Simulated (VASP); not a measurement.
A run of VASP 6.6.1 is set up as follows.

The input POSCAR:

```
Ga3BAs4
1.0
    3.8325487441      0.0000000000      0.0000000000
    0.0000000000      3.8325487441      0.0000000000
    0.0000000000      0.0000000000     11.0634502232
B As Ga
1 4 3
Direct
    0.0000000000      0.0000000000      0.0000000000
    0.0000000000      0.5000000000      0.1014454825
    0.5000000000      0.0000000000      0.3674154864
    0.0000000000      0.5000000000      0.6325845136
    0.5000000000      0.0000000000      0.8985545175
    0.5000000000      0.5000000000      0.2352309543
    0.0000000000      0.0000000000      0.5000000000
    0.5000000000      0.5000000000      0.7647690457
```

The input INCAR.step1:

```
SYSTEM = Ga3BAs4
ALGO     = Normal         ! electronic algorithm
EDIFF    = 1E-5           ! SCF threshold, eV
ENCUT    = 550            ! plane-wave cutoff, eV
GGA      = PE             ! functional
GGA_COMPAT= .False.      
ISMEAR   = -1             ! smearing method
LASPH    = .True.         ! aspherical terms in the spheres
LCHARG   = .False.        ! write CHGCAR
LREAL    = .False.        ! projectors in reciprocal space
LWAVE    = .True.         ! write WAVECAR
NBANDS   = 41             ! bands
NELM     = 120            ! most SCF steps
PREC     = Accurate       ! precision mode
SIGMA    = 0.02           ! smearing width, eV
```

File INCAR.step2:

```
SYSTEM = Ga3BAs4
ALGO     = Normal         ! electronic algorithm
EDIFF    = 1E-6           ! SCF threshold, eV
ENCUT    = 550            ! plane-wave cutoff, eV
GGA_COMPAT= .False.      
ISIF     = 2              ! what is computed and relaxed
ISMEAR   = -1             ! smearing method
ISTART   = 1            
LASPH    = .True.         ! aspherical terms in the spheres
LCHARG   = .True.         ! write CHGCAR
LELF     = .True.         ! ELF
LMIXTAU  = .True.       
LREAL    = .False.        ! projectors in reciprocal space
LVHAR    = .True.       
LWAVE    = .False.        ! write WAVECAR
METAGGA  = R2SCAN         ! meta-GGA
NBANDS   = 41             ! bands
NELM     = 120            ! most SCF steps
PREC     = Accurate       ! precision mode
SIGMA    = 0.02           ! smearing width, eV
```

The input KPOINTS:

```
k-points
0
Gamma
  6 6 2
  0 0 0
```

Potentials or basis: VASP PAW PBE potentials, release 64 (B, As, Ga_d).

Command:

```bash
$ cat potpaw_PBE.64/B/POTCAR potpaw_PBE.64/As/POTCAR potpaw_PBE.64/Ga_d/POTCAR > POTCAR
$ cp INCAR.step1 INCAR
$ mpirun -np 1 vasp_std > vasp.out
$ cp INCAR.step2 INCAR
$ mpirun -np 1 vasp_std > vasp.out
```

(1) Estimate the pressure.

(2) Predict the largest force.

(3) Predict the band gap on the k mesh.

## Answers

(1) 0.1 GPa.

(2) 0.012 eV/Å.

(3) 0.79 eV, indirect (least direct gap 0.82 eV).

Caveat: the PAW data sets were made with another functional, which shifts forces and pressure a little.
